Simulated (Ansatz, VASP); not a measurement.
This is a calculation of As for VASP 6.6.1.

File INCAR:

```
SYSTEM = As
ALGO = Normal ; EDIFF = 1E-6
ENCUT = 600 ; GGA = CA
GGA_COMPAT = .FALSE. ; ISIF = 2
ISMEAR = -1 ; LASPH = .TRUE.
LCHARG = .FALSE. ; LREAL = .FALSE.
LWAVE = .FALSE. ; NBANDS = 22
NELM = 120 ; PREC = Accurate
SIGMA = 0.05
```

KPOINTS

```
k-points
0
G
  9 9 9
  0 0 0
```

The input POSCAR:

```
As
1.0
    1.8807968987      1.0858785957      3.5140619945
   -1.8807968987      1.0858785957      3.5140619945
    0.0000000000     -2.1717571915      3.5140619945
As
2
Direct
    0.2260000000      0.2260000000      0.2260000000
    0.7740000000      0.7740000000      0.7740000000
```

Potentials or basis: VASP PAW LDA potentials, release 64 (As_d).

The run is started by

```sh
$ cat potpaw_LDA.64/As_d/POTCAR > POTCAR
$ mpirun -np 1 vasp_std > vasp.out
```

Q: Translate it to Ansatz 0.2.0. Potentials there: Ansatz PAW.

A: As run (the cutoff follows the program's own potentials):

Contents of input.yaml:

```yaml
crystal:
  lattice:
    - [1.8807968987, 1.0858785957, 3.5140619945]
    - [-1.8807968987, 1.0858785957, 3.5140619945]
    - [0.0, -2.1717571915, 3.5140619945]
  atoms:
    - { symbol: As, position: [0.226, 0.226, 0.226] }
    - { symbol: As, position: [0.774, 0.774, 0.774] }
hamiltonian:
  xc: lda
  pseudopotentials: { kind: paw }
kpoints:
  mp_grid: { grid: [9, 9, 9] }
scf:
  occupations: { method: fermi_dirac, width: 0.05 }
output:
  forces: true
  stress: true
  eigenvalues: true
```

Potentials or basis: Ansatz PAW.

Run with:

```bash
$ ansatz run input.yaml --threads 2 --pin off --max-ram 5632MiB --backend cpu --events-out ev --progress --plain --runs-dir out
```

Both were run:

|  | VASP | Ansatz | Ansatz less VASP |
| --- | --- | --- | --- |
| gap on the k mesh at the Fermi level (eV) | none | none | - |
| pressure (GPa) | -1.2 | -1.4 | -0.21 |
| traceless stress, the component that is largest in VASP (GPa) | -0.38 | -0.31 | +0.071 |
| rms of the force components (eV/Å) | 0.172 | 0.151 | -0.0211 |

LDA's correlation is that of Perdew and Zunger in VASP and of Perdew and Wang (1992) in Ansatz. Atom by atom the forces differ by 0.021 eV/Å (rms over components). A gap of «none» marks a metal or a gap that the smearing closes.
